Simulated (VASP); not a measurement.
A run of VASP 6.6.1:

File INCAR:

```
SYSTEM = HfN
PREC = Accurate
ENCUT = 600
EDIFF = 1E-6
ISMEAR = -1
SIGMA = 0.15
LREAL = .FALSE.
LASPH = .TRUE.
NELM = 120
ALGO = Normal
ISIF = 2
LWAVE = .FALSE.
LCHARG = .TRUE.
GGA = PE
LELF = .TRUE.
LVHAR = .TRUE.
NBANDS = 14
GGA_COMPAT = .FALSE.
```

File KPOINTS:

```
regular mesh
0
G
  16 16 16
  0 0 0
```

The input POSCAR:

```
HfN
1.0
    0.0000000000      2.2502074237      2.2502074237
    2.2502074237      0.0000000000      2.2502074237
    2.2502074237      2.2502074237      0.0000000000
Hf N
1 1
Direct
    0.0000000000      0.0000000000      0.0000000000
    0.5000000000      0.5000000000      0.5000000000
```

Potentials or basis: VASP PAW PBE potentials, release 64 (Hf_pv, N).

Command:

```sh
$ cat potpaw_PBE.64/Hf_pv/POTCAR potpaw_PBE.64/N/POTCAR > POTCAR
$ mpirun -np 1 vasp_std > vasp.out
```

Hardware: 1 thread of Intel(R) Xeon(R) Platinum 8375C CPU @ 2.90GHz (Ice Lake), on a shared host.

How long does it take, and how much memory?

Wall time 54 s on 1 thread of Intel(R) Xeon(R) Platinum 8375C CPU @ 2.90GHz (Ice Lake), with other jobs on the host, peak memory 0.2 GiB. Counts: scf iterations 13, k points 145.
